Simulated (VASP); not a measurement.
# Be2Si (P1) in VASP: notebook, part 2 of 2

VASP 6.6.1. The steps go on from the part before.

### Step 3. Single point, PBE

This run uses another cell than the first one, of 12.58 Å³/atom, 1.009 times its volume.

File INCAR:

```
  ALGO = Normal
  EDIFF = 1E-6
  ENCUT = 520
  GGA = PE
  ISIF = 2
  ISMEAR = -1
  LASPH = T
  LCHARG = F
  LREAL = Auto
  LWAVE = F
  NBANDS = 50
  NELM = 80
  PREC = Accurate
  SIGMA = 0.039
```

File KPOINTS:

```
k-points
0
Gamma
  2 2 2
```

File POSCAR:

```
Be2Si
1.0
    0.0000000000      5.3243110000      5.3243110000
    5.3243110000      0.0000000000      5.3243110000
    5.3243110000      5.3243110000      0.0000000000
Si Be
8 16
Direct
    0.0023944882     -0.0250571388      0.0123191527
    0.0101314518      0.0116638566      0.4813937428
   -0.0283358729      0.5119843676      0.0197817145
    0.0017332759      0.4997209029      0.5001344775
    0.5067707352      0.0067952454     -0.0015292119
    0.4992175513      0.0109397253      0.4981067973
    0.5069887916      0.4682714815     -0.0021281627
    0.5013715390      0.4961575310      0.5016645346
    0.1441229673      0.1229566605      0.0927426103
    0.3676451282      0.4121827219      0.3490759649
    0.1224470171      0.1252562069      0.6508560450
    0.3336853351      0.3854818962      0.8595096154
    0.1465977476      0.5955371503      0.1266060529
    0.3886044598      0.8693263786      0.3736280619
    0.1200312116      0.6365275244      0.6206398349
    0.3853978477      0.8602483965      0.8871465247
    0.6330110131      0.1003107257      0.1375085903
    0.8785620337      0.3843640050      0.3833338248
    0.6388593754      0.1139431938      0.6167971781
    0.8790452887      0.3595437043      0.8858206254
    0.6031324992      0.6431185181      0.1287787284
    0.8697925422      0.8824492033      0.3783541194
    0.6093402508      0.6390115078      0.6267340507
    0.8856539372      0.8844830815      0.8454237553
```

Potentials or basis: VASP PAW PBE potentials, release 64 (Si, Be).

Started as:

```sh
cat potpaw_PBE.64/Si/POTCAR potpaw_PBE.64/Be/POTCAR > POTCAR
mpirun -np 1 vasp_std > vasp.out
```

OUTCAR:

```text
EDIFF = 1E-6
   ENCUT = 520
   GGA = PE
   ISIF = 2
   ISMEAR = -1
   LASPH = T
   LREAL = Auto
   NELM = 80
   PREC = Accurate

 ion  position               nearest neighbor table
   1  0.002  0.975  0.012-  11 2.23  22 2.26  17 2.27   9 2.29  24 2.32  13 2.34  16 2.36  20 2.36

   2  0.010  0.012  0.481-  24 2.24  19 2.29  22 2.30  18 2.30  15 2.31  14 2.33   9 2.39  11 2.44

   3  0.972  0.512  0.020-  18 2.24  12 2.25  21 2.27  13 2.27  24 2.32  20 2.34   9 2.42  15 2.46
[... 9 lines left out ...]
   8  0.501  0.496  0.502-  12 2.23  10 2.29  14 2.30  21 2.30  23 2.31  18 2.32  15 2.35  19 2.35

   9  0.144  0.123  0.093-   5 2.24   1 2.29   2 2.39   3 2.42
  10  0.368  0.412  0.349-   7 2.20   4 2.26   8 2.29  13 2.38   6 2.47
  11  0.122  0.125  0.651-   1 2.23   4 2.31   6 2.32   2 2.44
  12  0.334  0.385  0.860-   8 2.23   3 2.25   5 2.36   7 2.45
  13  0.147  0.596  0.127-   7 2.22   3 2.27   4 2.30   1 2.34  10 2.38
  14  0.389  0.869  0.374-   8 2.30   5 2.31   6 2.32   2 2.33
  15  0.120  0.637  0.621-   2 2.31   4 2.31   8 2.35   3 2.46
  16  0.385  0.860  0.887-   5 2.34   1 2.36   6 2.40   7 2.42
  17  0.633  0.100  0.138-   5 2.21   6 2.23   7 2.27   1 2.27
  18  0.879  0.384  0.383-   4 2.18   3 2.24   2 2.30   8 2.32
  19  0.639  0.114  0.617-   6 2.23   2 2.29   5 2.35   8 2.35
  20  0.879  0.360  0.886-   7 2.29   3 2.34   1 2.36   4 2.37
  21  0.603  0.643  0.129-   5 2.24   3 2.27   8 2.30   7 2.49
  22  0.870  0.882  0.378-   1 2.26   6 2.28   2 2.30   4 2.35
  23  0.609  0.639  0.627-   6 2.29   7 2.30   8 2.31   4 2.41
  24  0.886  0.884  0.845-   2 2.24   3 2.32   1 2.32   5 2.34

  LATTYP: Found a face centered cubic cell.
 ALAT       =    10.6486220000

  Lattice vectors:

 A1 = (   0.0000000000,   5.3243110000,   5.3243110000)
 A2 = (   5.3243110000,   0.0000000000,   5.3243110000)
 A3 = (   5.3243110000,   5.3243110000,   0.0000000000)

Analysis of symmetry for initial positions (statically):
=====================================================================
 Subroutine PRICEL returns:
 Original cell was already a primitive cell.
[... 173 lines left out ...]
   LORBIT       =      0    0 simple, 1 ext, 2 COOP (PROOUT), +10 PAW based schemes
   GGA     = PE    functional components
   LHFCALC =     F    Hartree Fock is set to
   AEXX    =    0.0000 exact exchange contribution
   IVDW    =     0    specifies the selected vdW correction
   LEPSILON=     F    determine dielectric tensor
   LRPA    =     F    only Hartree local field effects (RPA)
 non-spin polarized calculation
  energy-cutoff  :      520.00
  volume of cell :      301.87
 maximum number of plane-waves:      8144
   NGX = 29   NGY = 29   NGZ = 29

 number of electron      64.0000000 magnetization

 Free energy of the ion-electron system (eV)
  ---------------------------------------------------
  ext. energy  EPLUGINS =         0.00000000
  ---------------------------------------------------
  free energy    TOTEN  =       -96.17509267 eV

  energy without entropy =      -96.16683937  energy(sigma->0) =      -96.17096602

 E-fermi :   6.2975     XC(G=0):  -9.8702

 val. band max:        6.1982693474   @ k =   0.0000   0.0000   0.0000
 cond. band min:       6.4279234124   @ k =   0.0000   0.0000   0.0000
 fundamental gap:      0.2296540650
 Fermi energy:         6.2974617409

 k-point     1 :       0.0000    0.0000    0.0000
  band No.  band energies     occupation
      1      -5.4198      2.00000
      2      -3.0998      2.00000
      3      -3.0904      2.00000
      4      -3.0278      2.00000
      5      -2.9950      2.00000
      6      -2.1656      2.00000
[... 365 lines left out ...]
     43       9.3694      0.00000
     44       9.5019      0.00000
 [bands above 44 left out]

------------------------ aborting loop because EDIFF is reached ----------------------------------------

  FORCE on cell =-STRESS in cart. coord.  units (eV):
  Direction    XX          YY          ZZ          XY          YZ          ZX
  --------------------------------------------------------------------------------------
  -------------------------------------------------------------------------------------
  Total       -3.1532615     -2.4200772     -3.6971874      0.9831023      0.6328230     -1.9307712
  in kB      -16.7359483    -12.8445698    -19.6228375      5.2178198      3.3587109    -10.2475762
  external PRESSURE =     -16.4011186 kB  Pullay stress =       0.0000000 kB

 VOLUME and BASIS-vectors are now :
 -----------------------------------------------------------------------------
  energy-cutoff  :      520.00
  volume of cell :      301.87
      direct lattice vectors                 reciprocal lattice vectors
     0.000000000  5.324311000  5.324311000    -0.093908864  0.093908864  0.093908864
     5.324311000  0.000000000  5.324311000     0.093908864 -0.093908864  0.093908864
     5.324311000  5.324311000  0.000000000     0.093908864  0.093908864 -0.093908864

 POSITION                                       TOTAL-FORCE (eV/Angst)
 -----------------------------------------------------------------------------------
      5.25649      0.07834      5.20365        -0.190945      0.209154      0.240155
      2.62519      2.61703      0.11605        -0.254611      0.131501      0.400553
      2.83129      5.27877      7.89941        -0.789316     -0.432998      0.055058
      5.32354      2.67210      2.66990         0.829517      0.339352      0.045506
      5.35235      8.01437      2.73438        -0.437721     -0.555988      0.050082
      2.71032      5.31006      2.71624         0.553502     -0.023636     -0.626015
[... 16 lines left out ...]
      6.73922      6.58124      6.64661        -0.265130      0.137337      0.189840
      9.21056      9.21680      9.42476         0.187829      0.066302     -0.095368
 -----------------------------------------------------------------------------------
    total drift:                                0.001656     -0.006713      0.002258

  FREE ENERGIE OF THE ION-ELECTRON SYSTEM (eV)
  ---------------------------------------------------
  free  energy   TOTEN  =       -96.1750926682 eV

  energy  without entropy=      -96.1668393730  energy(sigma->0) =      -96.17096602
```

stdout:

```text
POSCAR found type information on POSCAR SiBe
 POSCAR found :  2 types and      24 ions
 scaLAPACK will be used
 LDA part: xc-table for (Slater+PW92), standard interpolation
 POSCAR, INCAR and KPOINTS ok, starting setup
 FFT: planning ... GRIDC
 FFT: planning ... GRID_SOFT
 FFT: planning ... GRID
 WAVECAR not read
 entering main loop
```

It took 5.2 min on 1 thread of Intel Xeon 6975P-C, shared host; peak memory 0.43 GiB.

Results:

```
Free energy            : -96.1751 eV
Pressure               : -1.6 GPa
Largest force          : 0.948 eV/Å
Band gap on the k mesh : 0.23 eV, direct
```

Forces on the atoms (eV/Å):
```
Si  -0.191  0.209  0.240
Si  -0.255  0.132  0.401
Si  -0.789 -0.433  0.055
Si   0.830  0.339  0.046
Si  -0.438 -0.556  0.050
Si   0.554 -0.024 -0.626
Si  -0.091 -0.454  0.827
Si  -0.036 -0.177 -0.011
Be   0.589 -0.224 -0.184
Be  -0.054  0.467 -0.360
Be  -0.286 -0.450  0.051
Be   0.222  0.592  0.056
Be   0.213 -0.152 -0.159
Be   0.125  0.003  0.093
Be   0.159  0.146 -0.073
Be  -0.240 -0.115 -0.066
Be   0.080  0.228  0.328
Be  -0.019 -0.130 -0.421
Be   0.260  0.237  0.359
Be  -0.248  0.104  0.057
Be  -0.409 -0.053 -0.547
Be   0.102  0.107 -0.211
Be  -0.265  0.137  0.190
Be   0.188  0.066 -0.095
```

Levels at points of the mesh, in eV from the valence-band top:
```
           k point  band 30  band 31  band 32  band 33  band 34  band 35
(0.00, 0.00, 0.00)    -0.11    -0.06     0.00     0.23     0.50     0.62
(0.50, 0.00, 0.00)    -0.75    -0.59    -0.51     0.66     0.72     0.76
(0.00, 0.50, 0.00)    -0.68    -0.63    -0.57     0.54     0.71     0.74
(0.00, 0.00, 0.50)    -0.68    -0.53    -0.47     0.57     0.73     0.81
(0.50, 0.50, 0.50)    -0.75    -0.60    -0.44     0.60     0.63     0.72
(0.50, 0.50, 0.00)    -1.46    -1.34    -1.26     0.26     0.36     1.57
(0.00, 0.50, 0.50)    -1.46    -1.33    -1.27     0.24     0.40     1.56
(0.50, 0.00, 0.50)    -1.45    -1.44    -1.19     0.27     0.31     1.60
```

Caveat: the k points lie up to 0.51 Å⁻¹ apart. A k mesh can miss the band edges.
